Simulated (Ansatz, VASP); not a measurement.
**CO2 in VASP and in Ansatz**

```
CELL_PARAMETERS angstrom
5.62000 0.00000 0.00000
0.00000 5.62000 0.00000
0.00000 0.00000 5.62000
ATOMIC_POSITIONS crystal
O 0.16700 0.33300 0.66700
O 0.33300 0.66700 0.16700
O 0.66700 0.16700 0.33300
O 0.83300 0.83300 0.83300
O 0.83300 0.66700 0.33300
O 0.66700 0.33300 0.83300
O 0.33300 0.83300 0.66700
O 0.16700 0.16700 0.16700
C 0.00000 0.50000 0.50000
C 0.50000 0.50000 0.00000
C 0.50000 0.00000 0.50000
C 0.00000 0.00000 0.00000
```

Alike in both runs: functional PBEsol; k mesh 5 × 5 × 5; occupations fermi-dirac, width 0.05 eV; no spin polarisation.

|  | VASP | Ansatz |
| --- | --- | --- |
| version | VASP 6.6.1 | Ansatz 0.2.0 |
| potentials or method | VASP PAW PBE potentials, release 64 (O, C) | Ansatz PAW |
| plane-wave cutoff (eV) | 520 | 420 |
| valence electrons in the cell | 64 | 64 |
| task | single point | band structure |

```tsv
	VASP	Ansatz	Ansatz less VASP
gap on the k mesh at the Fermi level (eV)	1.18	1.21	+0.025
least direct gap on the mesh (eV)	1.18	1.21	+0.025
rms of the force components (eV/Å)	4.723	4.766	+0.0429
```

VASP's potentials were made for PBE, not for PBEsol. Atom by atom the forces differ by 0.043 eV/Å (rms over components).
